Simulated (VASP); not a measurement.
# Ta (Im-3m) in VASP: relaxation of cell and atoms with PBE

Aim: the relaxation of cell and atoms of Ta with PBE.

Program: VASP 6.6.1. These are calculated values, not measurements. Logs are shortened: lines on timing, memory, paths and dates and some standing lists are left out, and cuts for length are marked.

## 1. The cell of the first run

The structure is cubic, space group Im-3m (No. 229). The conventional cell has a = 3.310 Å, b = 3.310 Å, c = 3.310 Å, α = 90.00°, β = 90.00°, γ = 90.00°. Within 3.8 Å of Ta (site symmetry m-3m) lie 14 Ta at 2.87 to 3.31 Å.

## 2. Relaxation of cell and atoms, PBE

The input, INCAR:

```
ALGO = Normal
EDIFF = 1E-7
EDIFFG = -0.005
ENCUT = 600
GGA = PE
IBRION = 2
ISIF = 3
ISMEAR = 0
LASPH = True
LCHARG = False
LREAL = False
LWAVE = False
NELM = 100
NSW = 80
PREC = Accurate
SIGMA = 0.1
```

The input, KPOINTS:

```
k-points
0
Gamma
  24 24 24
```

The input, POSCAR:

```
Ta
1.0
   -1.6550000000      1.6550000000      1.6550000000
    1.6550000000     -1.6550000000      1.6550000000
    1.6550000000      1.6550000000     -1.6550000000
Ta
1
Direct
    0.0000000000      0.0000000000      0.0000000000
```

Potentials or basis: VASP PAW PBE potentials, release 64 (Ta_pv).

Run with:

```
$ cat potpaw_PBE.64/Ta_pv/POTCAR > POTCAR
$ mpirun -np 1 vasp_std > vasp.out
```

OUTCAR:

```text
EDIFF = 1E-7
   EDIFFG = -0.005
   ENCUT = 600
   GGA = PE
   IBRION = 2
   ISIF = 3
   ISMEAR = 0
   LASPH = True
   LREAL = False
   NELM = 100
   NSW = 80
   PREC = Accurate

 ion  position               nearest neighbor table
   1  0.000  0.000  0.000-

  LATTYP: Found a body centered cubic cell.
 ALAT       =     3.3100000000

  Lattice vectors:

 A1 = (  -1.6550000000,   1.6550000000,   1.6550000000)
 A2 = (   1.6550000000,  -1.6550000000,   1.6550000000)
 A3 = (   1.6550000000,   1.6550000000,  -1.6550000000)

Analysis of symmetry for initial positions (statically):
=====================================================================
 Subroutine PRICEL returns:
 Original cell was already a primitive cell.

 Routine SETGRP: Setting up the symmetry group for a
 body centered cubic supercell.

 Subroutine GETGRP returns: Found 48 space group operations
 (whereof 48 operations were pure point group operations)
 out of a pool of 48 trial point group operations.

The static configuration has the point symmetry O_h .

Analysis of symmetry for dynamics (positions and initial velocities):
=====================================================================
 Subroutine PRICEL returns:
 Original cell was already a primitive cell.

 Routine SETGRP: Setting up the symmetry group for a
 body centered cubic supercell.

 Subroutine GETGRP returns: Found 48 space group operations
 (whereof 48 operations were pure point group operations)
 out of a pool of 48 trial point group operations.

The dynamic configuration has the point symmetry O_h .

 Subroutine INISYM returns: Found 48 space group operations
 (whereof 48 operations are pure point group operations),
 and found     1 'primitive' translations

----------------------------------------------------------------------------------------

                                     Primitive cell

  volume of cell :      18.1323

  direct lattice vectors                    reciprocal lattice vectors
    -1.655000000  1.655000000  1.655000000     0.000000000  0.302114804  0.302114804
     1.655000000 -1.655000000  1.655000000     0.302114804  0.000000000  0.302114804
     1.655000000  1.655000000 -1.655000000     0.302114804  0.302114804  0.000000000

  length of vectors
     2.866544087  2.866544087  2.866544087     0.427254853  0.427254853  0.427254853

  position of ions in fractional coordinates (direct lattice)
     0.000000000  0.000000000  0.000000000

  ion indices of the primitive-cell ions
   primitive index   ion index
                 1           1

----------------------------------------------------------------------------------------

 KPOINTS: k-points

Automatic generation of k-mesh.
 Grid dimensions read from file:
 generate k-points for:   24   24   24

 Generating k-lattice:

  Cartesian coordinates                     Fractional coordinates (reciprocal lattice)
     0.000000000  0.012588117  0.012588117     0.041666667  0.000000000  0.000000000
     0.012588117  0.000000000  0.012588117     0.000000000  0.041666667  0.000000000
     0.012588117  0.012588117  0.000000000     0.000000000  0.000000000  0.041666667

  Length of vectors
     0.017802286  0.017802286  0.017802286

  Shift w.r.t. Gamma in fractional coordinates (k-lattice)
     0.000000000  0.000000000  0.000000000

 Subroutine IBZKPT returns following result:
 ===========================================

 Found    413 irreducible k-points:

 Following reciprocal coordinates:
            Coordinates               Weight
  0.000000  0.000000  0.000000      1.000000
  0.041667  0.000000  0.000000     12.000000
  0.083333  0.000000  0.000000     12.000000
  0.125000  0.000000  0.000000     12.000000
  0.166667  0.000000  0.000000     12.000000
  0.208333  0.000000  0.000000     12.000000
[... 16 lines left out ...]
  0.416667  0.041667  0.000000     48.000000
  0.458333  0.041667  0.000000     48.000000
 [... further k-points ...]
   k-points           NKPTS =    413   k-points in BZ     NKDIM =    413   number of bands    NBANDS=      9
   number of dos      NEDOS =    301   number of ions     NIONS =      1
   total plane-waves  NPLWV =  13824
   dimension x,y,z NGX =    24 NGY =   24 NGZ =   24
   dimension x,y,z NGXF=    48 NGYF=   48 NGZF=   48
   ions per type =               1
   NGX,Y,Z   is equivalent  to a cutoff of  13.92, 13.92, 13.92 a.u.
   NGXF,Y,Z  is equivalent  to a cutoff of  27.84, 27.84, 27.84 a.u.
 SYSTEM =  unknown system
   PREC   = accura    normal or accurate (medium, high low for compatibility)
   ISTART =      0    job   : 0-new  1-cont  2-samecut
   ICHARG =      2    charge: 1-file 2-atom 10-const
   ISPIN  =      1    spin polarized calculation?
   LNONCOLLINEAR =      F non collinear calculations
   LSORBIT =      F    spin-orbit coupling
   LASPH  =      T    aspherical Exc in radial PAW
   ENCUT  =  600.0 eV  44.10 Ry    6.64 a.u.   5.73  5.73  5.73*2*pi/ulx,y,z
   NELM   =    100;   NELMIN=  2; NELMDL= -5     # of ELM steps
   EDIFF  = 0.1E-06   stopping-criterion for ELM
   LREAL  =      F    real-space projection
   EDIFFG = -.5E-02   stopping-criterion for IOM
   NSW    =     80    number of steps for IOM
   IBRION =      2    ionic relax: 0-MD 1-quasi-New 2-CG
   NFREE  =      1    steps in history (QN), initial steepest desc. (CG)
   ISIF   =      3    stress and relaxation
   ISYM   =      2    0-nonsym 1-usesym 2-fastsym
   POTIM  = 0.5000    time-step for ionic-motion
   TEBEG  =    0.0;   TEEND  =   0.0 temperature during run
   PSTRESS=    0.0 pullay stress
   NELECT =      11.0000    total number of electrons
   NUPDOWN=      -1.0000    fix difference up-down
   EMIN   =  10.00;   EMAX   =-10.00  energy-range for DOS
   EFERMI =   0.00;   METHOD = LEGACY
   ISMEAR =     0;   SIGMA  =   0.10  broadening in eV -4-tet -1-fermi 0-gaus
   EFERMI_NEDOS =   21; number of points for ismear=-14 and -15
   IALGO  =     38    algorithm
   IMIX   =      4    mixing-type and parameters
     AMIX     =   0.40;   BMIX     =  1.00
     AMIX_MAG =   1.60;   BMIX_MAG =  1.00
  volume/ion in A,a.u.               =      18.13       122.36
  Fermi-wavevector in a.u.,A,eV,Ry     =   1.385865  2.618906 26.131663  1.920623
  Thomas-Fermi vector in A             =   2.510235
   LORBIT       =      0    0 simple, 1 ext, 2 COOP (PROOUT), +10 PAW based schemes
   GGA     = PE    functional components
   LHFCALC =     F    Hartree Fock is set to
   AEXX    =    0.0000 exact exchange contribution
   IVDW    =     0    specifies the selected vdW correction
   LEPSILON=     F    determine dielectric tensor
   LRPA    =     F    only Hartree local field effects (RPA)
 conjugate gradient relaxation of ions
 non-spin polarized calculation
 Gauss-broadening in eV      SIGMA  =   0.10
  energy-cutoff  :      600.00
  volume of cell :       18.13
 maximum number of plane-waves:       622
   NGX = 11   NGY = 11   NGZ = 11

--------------------------------------- Ionic step        1  -------------------------------------------

 number of electron      11.0000001 magnetization

 Free energy of the ion-electron system (eV)
  ---------------------------------------------------
  ext. energy  EPLUGINS =         0.00000000
  ---------------------------------------------------
  free energy    TOTEN  =       -11.81508058 eV

  energy without entropy =      -11.80850803  energy(sigma->0) =      -11.81179430

------------------------ aborting loop because EDIFF is reached ----------------------------------------

  FORCE on cell =-STRESS in cart. coord.  units (eV):
  Direction    XX          YY          ZZ          XY          YZ          ZX
  --------------------------------------------------------------------------------------
  -------------------------------------------------------------------------------------
  Total        0.1945693      0.1945693      0.1945693      0.0000000      0.0000000     -0.0000000
  in kB       17.1921825     17.1921825     17.1921825      0.0000000      0.0000000     -0.0000000
  external PRESSURE =      17.1921825 kB  Pullay stress =       0.0000000 kB

 VOLUME and BASIS-vectors are now :
 -----------------------------------------------------------------------------
  energy-cutoff  :      600.00
  volume of cell :       18.13
      direct lattice vectors                 reciprocal lattice vectors
    -1.655000000  1.655000000  1.655000000     0.000000000  0.302114804  0.302114804
     1.655000000 -1.655000000  1.655000000     0.302114804  0.000000000  0.302114804
     1.655000000  1.655000000 -1.655000000     0.302114804  0.302114804  0.000000000
[... 36 lines left out ...]
 POSITION                                       TOTAL-FORCE (eV/Angst)
 -----------------------------------------------------------------------------------
      1.67053     -1.67053      1.67053        -0.000000     -0.000000     -0.000000
 -----------------------------------------------------------------------------------
    total drift:                                0.000000     -0.000000      0.000000

  FREE ENERGIE OF THE ION-ELECTRON SYSTEM (eV)
  ---------------------------------------------------
  free  energy   TOTEN  =       -11.8117503059 eV

  energy  without entropy=      -11.8047658816  energy(sigma->0) =      -11.80825809

--------------------------------------- Ionic step        3  -------------------------------------------

 number of electron      11.0000001 magnetization

 Free energy of the ion-electron system (eV)
  ---------------------------------------------------
  ext. energy  EPLUGINS =         0.00000000
  ---------------------------------------------------
  free energy    TOTEN  =       -11.81591043 eV

  energy without entropy =      -11.80920502  energy(sigma->0) =      -11.81255772

 E-fermi :   5.3548     XC(G=0): -12.5398

 val. band max:        5.3541787161   @ k =  -0.4583   0.4583   0.1250
 cond. band min:       5.3609828813   @ k =   0.3333   0.1667   0.0833
 fundamental gap:      0.0068041653
 Fermi energy:         5.3548365164

 k-point     1 :       0.0000    0.0000    0.0000
  band No.  band energies     occupation
      1     -27.7702      2.00000
      2     -27.7702      2.00000
      3     -27.7702      2.00000
      4      -2.4945      2.00000
      5       6.0966      0.00000
      6       6.0966      0.00000
      7       6.0966      0.00000
      8       9.3156      0.00000
      9       9.3156      0.00000

 k-point     2 :       0.0417    0.0000    0.0000
  band No.  band energies     occupation
      1     -27.7909      2.00000
      2     -27.7766      2.00000
      3     -27.7703      2.00000
      4      -2.4178      2.00000
      5       6.0463      0.00000
      6       6.0833      0.00000
      7       6.1712      0.00000
      8       9.2308      0.00000
      9       9.3155      0.00000
[... 253 lines left out ...]
 k-point    24 :       0.4583    0.0417    0.0000
  band No.  band energies     occupation
      1     -28.8751      2.00000
      2     -28.1360      2.00000
      3     -27.7847      2.00000
      4       1.1097      2.00000
      5       3.8843      2.00000
      6       6.7241      0.00000
      7       9.1663      0.00000
      8      10.2419      0.00000
      9      13.0146      0.00000

 [... further k-points ...]
[... 5 lines left out ...]
  --------------------------------------------------------------------------------------
  -------------------------------------------------------------------------------------
  Total       -0.0000007     -0.0000007     -0.0000007     -0.0000000     -0.0000000      0.0000000
  in kB       -0.0000643     -0.0000643     -0.0000643     -0.0000000     -0.0000000      0.0000000
  external PRESSURE =      -0.0000643 kB  Pullay stress =       0.0000000 kB

 VOLUME and BASIS-vectors are now :
 -----------------------------------------------------------------------------
  energy-cutoff  :      600.00
  volume of cell :       18.29
      direct lattice vectors                 reciprocal lattice vectors
    -1.659782653  1.659782653  1.659782653     0.000000000  0.301244262  0.301244262
     1.659782653 -1.659782653  1.659782653     0.301244262  0.000000000  0.301244262
     1.659782653  1.659782653 -1.659782653     0.301244262  0.301244262  0.000000000

 POSITION                                       TOTAL-FORCE (eV/Angst)
 -----------------------------------------------------------------------------------
      0.00000      0.00000     -0.00000         0.000000     -0.000000      0.000000
 -----------------------------------------------------------------------------------
    total drift:                                0.000000      0.000000     -0.000000

  FREE ENERGIE OF THE ION-ELECTRON SYSTEM (eV)
  ---------------------------------------------------
  free  energy   TOTEN  =       -11.8159104282 eV

  energy  without entropy=      -11.8092050210  energy(sigma->0) =      -11.81255772

 reached required accuracy - stopping structural energy minimisation
```

Run time: 48 s. Hardware: 1 thread of Intel Xeon 6975P-C (Granite Rapids), shared host; peak memory 0.22 GiB.

Results:

```yaml
Free_energy: -11.8159 eV
Relaxed_volume: 18.29 Å³/atom
Relaxed_cell: a = 2.875 Å, b = 2.875 Å, c = 2.875 Å, α = 109.47°, β = 109.47°, γ = 109.47°
Space_group_after_relaxing_to_0.05_Å: Im-3m (No. 229)
Energy_gained_by_relaxing: 0.8 meV/atom
Ionic_steps: 3
Pressure_after_relaxing: 0.0 GPa
```

Step by step:
```tsv
step	energy change (eV)	largest force (eV/Å)	pressure (GPa)	volume (Å³)
1	0.0000	0.0000	1.72	18.13
2	0.0033	0.0000	-3.65	18.65
3	-0.0008	0.0000	0.00	18.29
```

Final structure:
```xyz
1
Lattice="-1.6598 1.6598 1.6598 1.6598 -1.6598 1.6598 1.6598 1.6598 -1.6598" Properties=species:S:1:pos:R:3 pbc="T T T"
Ta    0.0000    0.0000    0.0000
```

Levels at points of the mesh, in eV from the Fermi level:
```
           k point  band 3  band 4  band 5  band 6  band 7  band 8  band 9
(0.00, 0.00, 0.00)  -33.13   -7.85    0.74    0.74    0.74    3.96    3.96
(0.50, 0.00, 0.00)  -33.13   -4.30   -1.49    1.53    3.83    4.84    7.66
(0.50, 0.50, 0.50)  -33.90   -3.70   -3.70    6.72    6.72    6.72    8.52
```

Caveat: spin-orbit coupling is left out, which moves the levels of the heavy elements.
